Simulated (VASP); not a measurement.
# GeCl2 (CdI2 type) (P-3m1) in VASP: notebook

The runs below take GeCl2 (CdI2 type) through electric field gradients, single point, with PBE.

Program: VASP 6.6.1. These are calculated values, not measurements. Logs are shortened: lines on timing, memory, paths and dates and some standing lists are left out, and cuts for length are marked.

## 1. The cell of the first run

The structure is trigonal, space group P-3m1 (No. 164). Conventional cell: a = 3.941 Å, b = 3.941 Å, c = 6.791 Å, α = 90.00°, β = 90.00°, γ = 120.00°. Within 3.6 Å of Ge (site symmetry -3m) lie 6 Cl at 2.71 Å. Cl (site symmetry 3m) has 3 Ge at 2.71 Å and 9 Cl at 3.72 to 3.94 Å within 4.0 Å.

## 2. Electric field gradients, PBE

INCAR reads:

```
SYSTEM = GeCl2
ALGO     = Normal         ! electronic algorithm
EDIFF    = 1E-8           ! SCF threshold, eV
ENCUT    = 520            ! plane-wave cutoff, eV
GGA      = PE             ! functional
ISIF     = 2              ! what is computed and relaxed
ISMEAR   = -1             ! smearing method
LASPH    = .TRUE.         ! aspherical terms in the spheres
LCHARG   = .FALSE.        ! write CHGCAR
LEFG     = .TRUE.       
LREAL    = .FALSE.        ! projectors in reciprocal space
LWAVE    = .FALSE.        ! write WAVECAR
NBANDS   = 21             ! bands
NELM     = 60             ! most SCF steps
PREC     = Accurate       ! precision mode
SIGMA    = 0.08           ! smearing width, eV
```

KPOINTS reads:

```
k-points
0
G
  13 13 7
  0 0 0
```

POSCAR reads:

```
GeCl2
1.0
    3.9410607685      0.0000000000      0.0000000000
   -1.9705303842      3.4130587434      0.0000000000
    0.0000000000      0.0000000000      6.7913277095
Ge Cl
1 2
Direct
    0.0000000000      0.0000000000      0.0000000000
    0.3333333333      0.6666666667      0.2163880213
    0.6666666667      0.3333333333      0.7836119787
```

Potentials or basis: VASP PAW PBE potentials, release 64 (Ge_d, Cl).

Started as:

```
$ cat potpaw_PBE.64/Ge_d/POTCAR potpaw_PBE.64/Cl/POTCAR > POTCAR
$ mpirun -np 1 vasp_std > vasp.out
```

OUTCAR:

```text
SYSTEM = GeCl2
   EDIFF = 1E-8
   ENCUT = 520
   GGA = PE
   ISIF = 2
   ISMEAR = -1
   LASPH = .TRUE.
   LREAL = .FALSE.
   NELM = 60
   PREC = Accurate

 ion  position               nearest neighbor table
   1  0.000  0.000  0.000-   2 2.71   3 2.71   2 2.71   3 2.71   3 2.71   2 2.71
   2  0.333  0.667  0.216-   1 2.71   1 2.71   1 2.71
   3  0.667  0.333  0.784-   1 2.71   1 2.71   1 2.71

  LATTYP: Found a hexagonal cell.
 ALAT       =     3.9410607685
 C/A-ratio  =     1.7232232915

  Lattice vectors:

 A1 = (   3.9410607685,   0.0000000000,   0.0000000000)
 A2 = (  -1.9705303842,   3.4130587434,   0.0000000000)
 A3 = (   0.0000000000,   0.0000000000,   6.7913277095)

Analysis of symmetry for initial positions (statically):
=====================================================================
 Subroutine PRICEL returns:
 Original cell was already a primitive cell.

 Routine SETGRP: Setting up the symmetry group for a
 hexagonal supercell.

 Subroutine GETGRP returns: Found 12 space group operations
 (whereof 12 operations were pure point group operations)
 out of a pool of 24 trial point group operations.

The static configuration has the point symmetry D_3d.

Analysis of symmetry for dynamics (positions and initial velocities):
=====================================================================
 Subroutine PRICEL returns:
 Original cell was already a primitive cell.

 Routine SETGRP: Setting up the symmetry group for a
 hexagonal supercell.

 Subroutine GETGRP returns: Found 12 space group operations
 (whereof 12 operations were pure point group operations)
 out of a pool of 24 trial point group operations.

The dynamic configuration has the point symmetry D_3d.

 Subroutine INISYM returns: Found 12 space group operations
 (whereof 12 operations are pure point group operations),
 and found     1 'primitive' translations

----------------------------------------------------------------------------------------

                                     Primitive cell

  volume of cell :      91.3506

  direct lattice vectors                    reciprocal lattice vectors
     3.941060768  0.000000000  0.000000000     0.253738792  0.146496160  0.000000000
    -1.970530384  3.413058743  0.000000000     0.000000000  0.292992320  0.000000000
     0.000000000  0.000000000  6.791327709     0.000000000  0.000000000  0.147246613

  length of vectors
     3.941060768  3.941060768  6.791327709     0.292992320  0.292992320  0.147246613

  position of ions in fractional coordinates (direct lattice)
     0.000000000  0.000000000  0.000000000
     0.333333333  0.666666667  0.216388021
     0.666666667  0.333333333  0.783611979

  ion indices of the primitive-cell ions
   primitive index   ion index
                 1           1
                 2           2
                 3           3

----------------------------------------------------------------------------------------

 KPOINTS: k-points

Automatic generation of k-mesh.
 Grid dimensions read from file:
 generate k-points for:   13   13    7

 Generating k-lattice:

  Cartesian coordinates                     Fractional coordinates (reciprocal lattice)
     0.019518369  0.011268935  0.000000000     0.076923077  0.000000000  0.000000000
     0.000000000  0.022537871  0.000000000     0.000000000  0.076923077  0.000000000
     0.000000000  0.000000000  0.021035230     0.000000000  0.000000000  0.142857143

  Length of vectors
     0.022537871  0.022537871  0.021035230

  Shift w.r.t. Gamma in fractional coordinates (k-lattice)
     0.000000000  0.000000000  0.000000000

 Subroutine IBZKPT returns following result:
 ===========================================

 Found    126 irreducible k-points:

 Following reciprocal coordinates:
            Coordinates               Weight
  0.000000  0.000000  0.000000      1.000000
  0.076923 -0.000000  0.000000      6.000000
  0.153846 -0.000000  0.000000      6.000000
  0.230769  0.000000  0.000000      6.000000
  0.307692 -0.000000  0.000000      6.000000
  0.384615  0.000000  0.000000      6.000000
[... 16 lines left out ...]
  0.076923 -0.000000  0.142857      6.000000
  0.000000  0.076923  0.142857      6.000000
 [... further k-points ...]
   k-points           NKPTS =    126   k-points in BZ     NKDIM =    126   number of bands    NBANDS=     21
   number of dos      NEDOS =    301   number of ions     NIONS =      3
   total plane-waves  NPLWV =  48600
   dimension x,y,z NGX =    30 NGY =   30 NGZ =   54
   dimension x,y,z NGXF=    60 NGYF=   60 NGZF=  108
   ions per type =               1   2
   NGX,Y,Z   is equivalent  to a cutoff of  12.65, 12.65, 13.22 a.u.
   NGXF,Y,Z  is equivalent  to a cutoff of  25.31, 25.31, 26.44 a.u.
 SYSTEM =  GeCl2
   PREC   = accura    normal or accurate (medium, high low for compatibility)
   ISTART =      0    job   : 0-new  1-cont  2-samecut
   ICHARG =      2    charge: 1-file 2-atom 10-const
   ISPIN  =      1    spin polarized calculation?
   LNONCOLLINEAR =      F non collinear calculations
   LSORBIT =      F    spin-orbit coupling
   LASPH  =      T    aspherical Exc in radial PAW
   ENCUT  =  520.0 eV  38.22 Ry    6.18 a.u.   7.33  7.33 12.63*2*pi/ulx,y,z
   NELM   =     60;   NELMIN=  2; NELMDL= -5     # of ELM steps
   EDIFF  = 0.1E-07   stopping-criterion for ELM
   LREAL  =      F    real-space projection
   EDIFFG = 0.1E-06   stopping-criterion for IOM
   NSW    =      0    number of steps for IOM
   IBRION =     -1    ionic relax: 0-MD 1-quasi-New 2-CG
   NFREE  =      0    steps in history (QN), initial steepest desc. (CG)
   ISIF   =      2    stress and relaxation
   ISYM   =      2    0-nonsym 1-usesym 2-fastsym
   POTIM  = 0.5000    time-step for ionic-motion
   TEBEG  =    0.0;   TEEND  =   0.0 temperature during run
   PSTRESS=    0.0 pullay stress
   NELECT =      28.0000    total number of electrons
   NUPDOWN=      -1.0000    fix difference up-down
   EMIN   =  10.00;   EMAX   =-10.00  energy-range for DOS
   EFERMI =   0.00;   METHOD = LEGACY
   ISMEAR =    -1;   SIGMA  =   0.08  broadening in eV -4-tet -1-fermi 0-gaus
   EFERMI_NEDOS =   21; number of points for ismear=-14 and -15
   IALGO  =     38    algorithm
   IMIX   =      4    mixing-type and parameters
     AMIX     =   0.40;   BMIX     =  1.00
     AMIX_MAG =   1.60;   BMIX_MAG =  1.00
  volume/ion in A,a.u.               =      30.45       205.49
  Fermi-wavevector in a.u.,A,eV,Ry     =   1.103800  2.085879 16.576985  1.218374
  Thomas-Fermi vector in A             =   2.240263
   LORBIT       =      0    0 simple, 1 ext, 2 COOP (PROOUT), +10 PAW based schemes
   GGA     = PE    functional components
   LHFCALC =     F    Hartree Fock is set to
   AEXX    =    0.0000 exact exchange contribution
   IVDW    =     0    specifies the selected vdW correction
   LEPSILON=     F    determine dielectric tensor
   LRPA    =     F    only Hartree local field effects (RPA)
 non-spin polarized calculation
  energy-cutoff  :      520.00
  volume of cell :       91.35
 maximum number of plane-waves:      2491
 NGX is ok and might be reduce to    30
   NGX = 15   NGY = 15   NGZ = 25

 number of electron      28.0000002 magnetization

 Free energy of the ion-electron system (eV)
  ---------------------------------------------------
  ext. energy  EPLUGINS =         0.00000000
  ---------------------------------------------------
  free energy    TOTEN  =       -10.49071844 eV

  energy without entropy =      -10.49071842  energy(sigma->0) =      -10.49071843

 E-fermi :   1.3603     XC(G=0):  -7.7035

 val. band max:       -0.0341348501   @ k =   0.3077   0.3077   0.4286
 cond. band min:       2.5169908104   @ k =   0.0000   0.0000   0.4286
 fundamental gap:      2.5511256606
 Fermi energy:         1.3602566435

 k-point     1 :       0.0000    0.0000    0.0000
  band No.  band energies     occupation
      1     -23.9105      2.00000
      2     -23.9065      2.00000
      3     -23.9065      2.00000
      4     -23.9034      2.00000
      5     -23.9034      2.00000
      6     -14.5918      2.00000
[... 13 lines left out ...]
     20       9.7426      0.00000
     21       9.7426      0.00000

 k-point     2 :       0.0769   -0.0000    0.0000
  band No.  band energies     occupation
      1     -23.9103      2.00000
      2     -23.9069      2.00000
      3     -23.9065      2.00000
      4     -23.9035      2.00000
      5     -23.9031      2.00000
      6     -14.5647      2.00000
[... 13 lines left out ...]
     20       9.7452      0.00000
     21       9.8467      0.00000

 k-point     3 :       0.1538   -0.0000    0.0000
  band No.  band energies     occupation
      1     -23.9099      2.00000
      2     -23.9079      2.00000
      3     -23.9065      2.00000
      4     -23.9035      2.00000
      5     -23.9023      2.00000
      6     -14.4870      2.00000
[... 13 lines left out ...]
     20       9.7004      0.00000
     21      10.1461      0.00000
[... 457 lines left out ...]
 k-point    23 :       0.0769   -0.0000    0.1429
  band No.  band energies     occupation
      1     -23.9103      2.00000
      2     -23.9069      2.00000
      3     -23.9065      2.00000
      4     -23.9035      2.00000
      5     -23.9032      2.00000
      6     -14.5606      2.00000
[... 13 lines left out ...]
     20       9.7082      0.00000
     21       9.8446      0.00000

 k-point    24 :       0.0000    0.0769    0.1429
  band No.  band energies     occupation
      1     -23.9103      2.00000
      2     -23.9069      2.00000
      3     -23.9065      2.00000
      4     -23.9035      2.00000
      5     -23.9031      2.00000
      6     -14.5606      2.00000
[... 13 lines left out ...]
     20       9.6425      0.00000
     21       9.7942      0.00000

 [... further k-points ...]

------------------------ aborting loop because EDIFF is reached ----------------------------------------

  FORCE on cell =-STRESS in cart. coord.  units (eV):
  Direction    XX          YY          ZZ          XY          YZ          ZX
  --------------------------------------------------------------------------------------
  -------------------------------------------------------------------------------------
  Total       -0.0307926     -0.0307926     -0.0213232     -0.0000000      0.0000000     -0.0000000
  in kB       -0.5400639     -0.5400639     -0.3739827     -0.0000000      0.0000000     -0.0000000
  external PRESSURE =      -0.4847035 kB  Pullay stress =       0.0000000 kB

 VOLUME and BASIS-vectors are now :
 -----------------------------------------------------------------------------
  energy-cutoff  :      520.00
  volume of cell :       91.35
      direct lattice vectors                 reciprocal lattice vectors
     3.941060768  0.000000000  0.000000000     0.253738792  0.146496160  0.000000000
    -1.970530384  3.413058743  0.000000000     0.000000000  0.292992320  0.000000000
     0.000000000  0.000000000  6.791327709     0.000000000  0.000000000  0.147246613

 POSITION                                       TOTAL-FORCE (eV/Angst)
 -----------------------------------------------------------------------------------
      0.00000      0.00000      0.00000        -0.000000      0.000000      0.000000
     -0.00000      2.27537      1.46956         0.000000     -0.000000      0.002734
      1.97053      1.13769      5.32177        -0.000000      0.000000     -0.002734
 -----------------------------------------------------------------------------------
    total drift:                               -0.000000      0.000000     -0.000000

  FREE ENERGIE OF THE ION-ELECTRON SYSTEM (eV)
  ---------------------------------------------------
  free  energy   TOTEN  =       -10.4907184405 eV

  energy  without entropy=      -10.4907184213  energy(sigma->0) =      -10.49071843

 Electric field gradients (V/A^2)
---------------------------------------------------------------------
 ion       V_xx      V_yy      V_zz      V_xy      V_xz      V_yz
---------------------------------------------------------------------
   1      -7.066    -7.065    14.132     0.001     0.000    -0.000
   2       6.947     6.948   -13.896     0.001     0.000    -0.000
   3       6.947     6.948   -13.896     0.001     0.000    -0.000
---------------------------------------------------------------------

 Electric field gradients after diagonalization (V/A^2)
 (convention: |V_zz| > |V_xx| > |V_yy|)
----------------------------------------------------------------------
 ion       V_xx      V_yy      V_zz     asymmetry (V_yy - V_xx)/ V_zz
----------------------------------------------------------------------
   1      -7.067    -7.065    14.132       0.000
   2       6.949     6.947   -13.896       0.000
   3       6.949     6.947   -13.896       0.000
----------------------------------------------------------------------

           NMR quadrupolar parameters

 Cq : quadrupolar parameter    Cq=e*Q*V_zz/h
 eta: asymmetry parameters     (V_yy - V_xx)/ V_zz
 Q  : nuclear electric quadrupole moment in mb (millibarn)
----------------------------------------------------------------------
 ion       Cq(MHz)       eta       Q (mb)
----------------------------------------------------------------------
   1       0.034       0.000       1.000
   2      -0.034       0.000       1.000
   3      -0.034       0.000       1.000
----------------------------------------------------------------------
```

Run time: 2.1 min. Hardware: 1 thread of AMD EPYC 9R45 (Zen 5), shared host; peak memory 0.32 GiB.

Results:

* Free energy: -10.4907 eV
* Pressure: 0.0 GPa
* Band gap on the k mesh: 2.55 eV (least direct gap 3.05 eV)
* Largest electric field gradient by atom: Ge +14.1; Cl -13.9 V/Å²

Forces on the atoms (eV/Å):
```
Ge   0.000  0.000  0.000
Cl   0.000  0.000  0.003
Cl   0.000  0.000 -0.003
```

Electric field gradients, principal values (V/Å²):
| atom | least | middle | greatest (by size) |
| --- | --- | --- | --- |
| 1 Ge | -7.065 | -7.067 | 14.132 |
| 2 Cl | 6.947 | 6.949 | -13.896 |
| 3 Cl | 6.947 | 6.949 | -13.896 |

Caveat: without QUAD_EFG the Cq values of the log hold for a quadrupole moment of 1 mb, not for the nuclei; this functional lacks dispersion, which binds layers or chains, so the pressure and a relaxed spacing across them are unreliable.

## 3. Electric field gradients, PBE

INCAR reads:

```
  ALGO = Normal
  EDIFF = 1E-8
  ENCUT = 520
  GGA = PE
  ISIF = 2
  ISMEAR = -1
  LASPH = T
  LCHARG = F
  LEFG = T
  LREAL = F
  LWAVE = F
  NBANDS = 21
  NELM = 80
  PREC = Accurate
  SIGMA = 0.08
```

KPOINTS reads:

```
k-points
0
Gamma
  13 13 7
```

POSCAR is that of step 2.

Potentials or basis: VASP PAW PBE potentials, release 64 (Ge_d, Cl).

Started as:

```
$ cat potpaw_PBE.64/Ge_d/POTCAR potpaw_PBE.64/Cl/POTCAR > POTCAR
$ mpirun -np 1 vasp_std > vasp.out
```

OUTCAR:

```text
EDIFF = 1E-8
   ENCUT = 520
   GGA = PE
   ISIF = 2
   ISMEAR = -1
   LASPH = T
   LREAL = F
   NELM = 80
   PREC = Accurate

 ion  position               nearest neighbor table
   1  0.000  0.000  0.000-   2 2.71   3 2.71   2 2.71   3 2.71   3 2.71   2 2.71
   2  0.333  0.667  0.216-   1 2.71   1 2.71   1 2.71
   3  0.667  0.333  0.784-   1 2.71   1 2.71   1 2.71

  LATTYP: Found a hexagonal cell.
 ALAT       =     3.9410607685
 C/A-ratio  =     1.7232232915

  Lattice vectors:

 A1 = (   3.9410607685,   0.0000000000,   0.0000000000)
 A2 = (  -1.9705303842,   3.4130587434,   0.0000000000)
 A3 = (   0.0000000000,   0.0000000000,   6.7913277095)

Analysis of symmetry for initial positions (statically):
=====================================================================
 Subroutine PRICEL returns:
 Original cell was already a primitive cell.

 Routine SETGRP: Setting up the symmetry group for a
[... 772 lines left out ...]
     0.000000000  0.000000000  6.791327709     0.000000000  0.000000000  0.147246613

 POSITION                                       TOTAL-FORCE (eV/Angst)
 -----------------------------------------------------------------------------------
      0.00000      0.00000      0.00000        -0.000000      0.000000      0.000000
     -0.00000      2.27537      1.46956         0.000000     -0.000000      0.002734
      1.97053      1.13769      5.32177        -0.000000      0.000000     -0.002734
 -----------------------------------------------------------------------------------
    total drift:                               -0.000000      0.000000     -0.000000

  FREE ENERGIE OF THE ION-ELECTRON SYSTEM (eV)
  ---------------------------------------------------
  free  energy   TOTEN  =       -10.4907184405 eV

  energy  without entropy=      -10.4907184213  energy(sigma->0) =      -10.49071843

 Electric field gradients (V/A^2)
---------------------------------------------------------------------
 ion       V_xx      V_yy      V_zz      V_xy      V_xz      V_yz
---------------------------------------------------------------------
   1      -7.066    -7.065    14.132     0.001     0.000    -0.000
   2       6.947     6.948   -13.896     0.001     0.000    -0.000
   3       6.947     6.948   -13.896     0.001     0.000    -0.000
---------------------------------------------------------------------

 Electric field gradients after diagonalization (V/A^2)
 (convention: |V_zz| > |V_xx| > |V_yy|)
----------------------------------------------------------------------
 ion       V_xx      V_yy      V_zz     asymmetry (V_yy - V_xx)/ V_zz
----------------------------------------------------------------------
   1      -7.067    -7.065    14.132       0.000
   2       6.949     6.947   -13.896       0.000
   3       6.949     6.947   -13.896       0.000
----------------------------------------------------------------------

           NMR quadrupolar parameters

 Cq : quadrupolar parameter    Cq=e*Q*V_zz/h
 eta: asymmetry parameters     (V_yy - V_xx)/ V_zz
 Q  : nuclear electric quadrupole moment in mb (millibarn)
----------------------------------------------------------------------
 ion       Cq(MHz)       eta       Q (mb)
----------------------------------------------------------------------
   1       0.034       0.000       1.000
   2      -0.034       0.000       1.000
   3      -0.034       0.000       1.000
----------------------------------------------------------------------
```

stdout:

```text
POSCAR found type information on POSCAR GeCl
 POSCAR found :  2 types and       3 ions
 scaLAPACK will be used
 LDA part: xc-table for (Slater+PW92), standard interpolation
 POSCAR, INCAR and KPOINTS ok, starting setup
 FFT: planning ... GRIDC
 FFT: planning ... GRID_SOFT
 FFT: planning ... GRID
 WAVECAR not read
 entering main loop
ion   1

ion   2

ion   3
```

Wall time 2.1 min (1 thread of AMD EPYC 9R45 (Zen 5), shared host); peak memory 0.32 GiB.

Results:

```yaml
Free_energy: -10.4907 eV
Pressure: 0.0 GPa
Band_gap_on_the_k_mesh: 2.55 eV (least direct gap 3.05 eV)
Largest_electric_field_gradient_by_atom: Ge +14.1; Cl -13.9 V/Å²
```

Forces on the atoms (eV/Å):
```
Ge   0.000  0.000  0.000
Cl   0.000  0.000  0.003
Cl   0.000  0.000 -0.003
```

Electric field gradients, principal values (V/Å²):
| atom | least | middle | greatest (by size) |
| --- | --- | --- | --- |
| 1 Ge | -7.065 | -7.067 | 14.132 |
| 2 Cl | 6.947 | 6.949 | -13.896 |
| 3 Cl | 6.947 | 6.949 | -13.896 |

Caveat: without QUAD_EFG the Cq values of the log hold for a quadrupole moment of 1 mb, not for the nuclei; this functional lacks dispersion, which binds layers or chains, so the pressure and a relaxed spacing across them are unreliable. A k mesh can miss the band edges.

(Part 1 of 2 ends here.)
